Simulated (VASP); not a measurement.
**CdSe: single point with LDA**

The system is CdSe.

```
CELL_PARAMETERS angstrom
0.00000 3.07027 3.10097
3.07027 0.00000 3.10097
3.07027 3.07027 0.00000
ATOMIC_POSITIONS crystal
Cd 0.00000 0.00000 0.00000
Se 0.25000 0.25000 0.25000
```

This cell differs from its parent crystal: zz strain of +1 %.

```yaml
Program: VASP 6.6.1
Task: single point
Functional: LDA
Potentials_or_basis: VASP PAW LDA potentials, release 64 (Cd, Se)
Cutoff: 520 eV
k_mesh: 8 × 8 × 8
Occupations: fermi-dirac, width 0.03 eV
Spin: no spin polarisation
Dipole_correction: no
Further_INCAR_settings: ALGO = Normal; EDIFF = 1e-06; NBANDS = 16
```

* Pressure: -3.3 GPa
* Band gap on the k mesh: 0.27 eV, direct

Stress tensor (GPa, compression positive):
```
-3.25  0.00  0.00
 0.00 -3.25  0.00
 0.00  0.00 -3.47
```

Levels at points of the mesh, in eV from the valence-band top:
```csv
k point,band 5,band 6,band 7,band 8,band 9,band 10,band 11,band 12,band 13,band 14
"(0.00, 0.00, 0.00)",-7.50,-7.49,-0.03,0.00,0.00,0.27,5.78,5.78,5.78,9.33
"(0.50, 0.00, 0.00)",-7.47,-7.23,-4.27,-0.74,-0.70,2.13,6.26,6.33,7.07,9.66
"(0.50, 0.50, 0.00)",-7.44,-7.18,-4.04,-1.74,-1.74,3.01,3.61,8.63,9.79,9.79
"(0.50, 0.00, 0.50)",-7.44,-7.17,-3.98,-1.79,-1.77,2.98,3.53,8.72,9.72,9.83
```

Wall time 23 s on 1 thread of Intel Xeon 6975P-C, on a shared host, peak memory 0.19 GiB.

Caveat: the cell differs from its parent crystal (zz strain of +1 %).
